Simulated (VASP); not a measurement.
**MgF2: single point with LDA**

The system is MgF2.

```
CELL_PARAMETERS angstrom
4.69760 0.00000 0.00000
0.00000 4.69760 0.00000
0.00000 0.00000 3.09307
ATOMIC_POSITIONS crystal
Mg 0.00000 0.00000 0.00000
Mg 0.50000 0.50000 0.50000
F 0.30356 0.30356 0.00000
F 0.19644 0.80356 0.50000
F 0.69644 0.69644 0.00000
F 0.80356 0.19644 0.50000
```

* Program: VASP 6.6.1
* Task: single point
* Functional: LDA
* Potentials or basis: VASP PAW LDA potentials, release 64 (Mg_sv, F)
* Cutoff: 620 eV
* k mesh: 6 × 6 × 8
* Occupations: gaussian, width 0.02 eV
* Spin: no spin polarisation
* Dipole correction: no
* k mesh for the DOS: 9 × 9 × 12
* Occupations for the DOS: tetrahedron
* Further INCAR settings: ALGO = Normal; EDIFF = 1e-06

* Valence electrons inside the program's atomic spheres: Mg 8.09; F 6.11

Levels at points of the mesh, in eV from the valence-band top:
| k point | band 22 | band 23 | band 24 | band 25 | band 26 | band 27 |
| --- | --- | --- | --- | --- | --- | --- |
| (0.00, 0.00, 0.00) | -0.32 | -0.32 | 0.00 | 6.48 | 11.55 | 11.55 |
| (0.00, 0.00, 0.50) | -1.10 | -0.82 | -0.82 | 11.13 | 11.13 | 14.22 |

Run time: 3.3 min on 1 thread of Intel(R) Xeon(R) Platinum 8259CL CPU @ 2.50GHz (Skylake/Cascade Lake) (shared host), peak memory 0.31 GiB.
